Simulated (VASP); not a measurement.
# V (Im-3m) in VASP: settings compared, part 2 of 2

VASP 6.6.1. Earlier steps stand in the parts before.

### Step 3. Single point, revPBE, collinear spin, ferromagnetic start

This run uses another cell than the first one, of 13.70 Å³/atom.

The input, INCAR:

```
SYSTEM = V
PREC = Accurate
ENCUT = 520
EDIFF = 1E-6
ISMEAR = -1
SIGMA = 0.05
LREAL = .False.
LASPH = .True.
NELM = 150
ALGO = Normal
ISIF = 2
LWAVE = .False.
LCHARG = .False.
ISPIN = 2
MAGMOM = 2
LORBIT = 11
LMAXMIX = 4
GGA = RE
NBANDS = 16
```

The input, KPOINTS:

```
Automatic mesh
0
Gamma
  12 12 12
  0 0 0
```

The input, POSCAR:

```
V
1.0
   -1.5073420718      1.5073420718      1.5073420718
    1.5073420718     -1.5073420718      1.5073420718
    1.5073420718      1.5073420718     -1.5073420718
V
1
Direct
    0.0000000000      0.0000000000      0.0000000000
```

Potentials or basis: VASP PAW PBE potentials, release 64 (V_sv).

On the command line:

```sh
cat potpaw_PBE.64/V_sv/POTCAR > POTCAR
mpirun -np 1 vasp_std > vasp.out
```

OUTCAR:

```text
SYSTEM = V
   PREC = Accurate
   ENCUT = 520
   EDIFF = 1E-6
   ISMEAR = -1
   LREAL = .False.
   LASPH = .True.
   NELM = 150
   ISIF = 2
   ISPIN = 2
   LORBIT = 11
   GGA = RE

 ion  position               nearest neighbor table
   1  0.000  0.000  0.000-

  LATTYP: Found a body centered cubic cell.
 ALAT       =     3.0146841436

  Lattice vectors:

 A1 = (  -1.5073420718,   1.5073420718,   1.5073420718)
 A2 = (   1.5073420718,  -1.5073420718,   1.5073420718)
 A3 = (   1.5073420718,   1.5073420718,  -1.5073420718)

Analysis of symmetry for initial positions (statically):
=====================================================================
 Subroutine PRICEL returns:
 Original cell was already a primitive cell.

 Routine SETGRP: Setting up the symmetry group for a
 body centered cubic supercell.

 Subroutine GETGRP returns: Found 48 space group operations
 (whereof 48 operations were pure point group operations)
 out of a pool of 48 trial point group operations.

The static configuration has the point symmetry O_h .

Analysis of symmetry for dynamics (positions and initial velocities):
=====================================================================
 Subroutine PRICEL returns:
 Original cell was already a primitive cell.

 Routine SETGRP: Setting up the symmetry group for a
 body centered cubic supercell.

 Subroutine GETGRP returns: Found 48 space group operations
 (whereof 48 operations were pure point group operations)
 out of a pool of 48 trial point group operations.

The dynamic configuration has the point symmetry O_h .

Analysis of structural, dynamic, and magnetic symmetry:
=====================================================================
 Subroutine PRICEL returns:
 Original cell was already a primitive cell.

 Routine SETGRP: Setting up the symmetry group for a
 body centered cubic supercell.

 Subroutine GETGRP returns: Found 48 space group operations
 (whereof 48 operations were pure point group operations)
 out of a pool of 48 trial point group operations.

The overall configuration has the point symmetry O_h .

 Subroutine INISYM returns: Found 48 space group operations
[... 124 lines left out ...]
   LEPSILON=     F    determine dielectric tensor
   LRPA    =     F    only Hartree local field effects (RPA)
 spin polarized calculation
  energy-cutoff  :      520.00
  volume of cell :       13.70
 maximum number of plane-waves:       380
   NGX =  9   NGY =  9   NGZ =  9

 number of electron      12.9999992 magnetization       0.0011107

 Free energy of the ion-electron system (eV)
  ---------------------------------------------------
  ext. energy  EPLUGINS =         0.00000000
  ---------------------------------------------------
  free energy    TOTEN  =        -8.61307126 eV

  energy without entropy =       -8.59528927  energy(sigma->0) =       -8.60418026

 E-fermi :   9.5724     XC(G=0): -12.7261

 val. band max:        9.5647088229   @ k =   0.2500   0.0000   0.0000
 cond. band min:       9.5729973575   @ k =  -0.4167   0.5000   0.1667
 fundamental gap:      0.0082885346
 Fermi energy:         9.5723538409

 spin component 1

 k-point     1 :       0.0000    0.0000    0.0000
  band No.  band energies     occupation
      1     -54.2603      1.00000
      2     -27.5378      1.00000
      3     -27.5378      1.00000
      4     -27.5378      1.00000
      5       3.0224      1.00000
      6       9.9930      0.00022
[... 435 lines left out ...]
      5       6.9069      1.00000
      6       8.3983      1.00000
[... 8 lines left out ...]
     15      38.6174      0.00000
     16      38.9750      0.00000

 [... further k-points ...]

 spin component 2

 k-point     1 :       0.0000    0.0000    0.0000
  band No.  band energies     occupation
      1     -54.2594      1.00000
      2     -27.5370      1.00000
      3     -27.5370      1.00000
      4     -27.5370      1.00000
      5       3.0231      1.00000
      6       9.9941      0.00022
[... 435 lines left out ...]
      5       6.9077      1.00000
      6       8.3993      1.00000
[... 8 lines left out ...]
     15      38.6182      0.00000
     16      38.9758      0.00000

 [... further k-points ...]
[... 5 lines left out ...]
  --------------------------------------------------------------------------------------
  -------------------------------------------------------------------------------------
  Total        0.0198743      0.0198743      0.0198743      0.0000000     -0.0000000      0.0000000
  in kB        2.3243795      2.3243795      2.3243795      0.0000000     -0.0000000      0.0000000
  external PRESSURE =       2.3243795 kB  Pullay stress =       0.0000000 kB

 VOLUME and BASIS-vectors are now :
 -----------------------------------------------------------------------------
  energy-cutoff  :      520.00
  volume of cell :       13.70
      direct lattice vectors                 reciprocal lattice vectors
    -1.507342072  1.507342072  1.507342072     0.000000000  0.331709709  0.331709709
     1.507342072 -1.507342072  1.507342072     0.331709709  0.000000000  0.331709709
     1.507342072  1.507342072 -1.507342072     0.331709709  0.331709709  0.000000000

 POSITION                                       TOTAL-FORCE (eV/Angst)
 -----------------------------------------------------------------------------------
      0.00000      0.00000      0.00000        -0.000000      0.000000      0.000000
 -----------------------------------------------------------------------------------
    total drift:                                0.000000     -0.000000      0.000000

  FREE ENERGIE OF THE ION-ELECTRON SYSTEM (eV)
  ---------------------------------------------------
  free  energy   TOTEN  =        -8.6130712560 eV

  energy  without entropy=       -8.5952892720  energy(sigma->0) =       -8.60418026

 total charge

# of ion       s       p       d       tot
------------------------------------------
    1        2.335   6.217   3.064  11.616

 magnetization (x)

# of ion       s       p       d       tot
------------------------------------------
    1        0.000   0.000   0.001   0.001
```

Run time: 80 s. Hardware: 1 thread of Intel Xeon 8259CL, shared host; peak memory 0.15 GiB.

What came out:

* Free energy: -8.6131 eV
* Pressure: 0.2 GPa
* Net moment: 0.00 μB per cell
* Valence electrons inside the program's atomic spheres: V 11.62

Caveat: the moments typed at the start vanished in this run; the PAW data sets were made with another functional, which shifts forces and pressure a little.
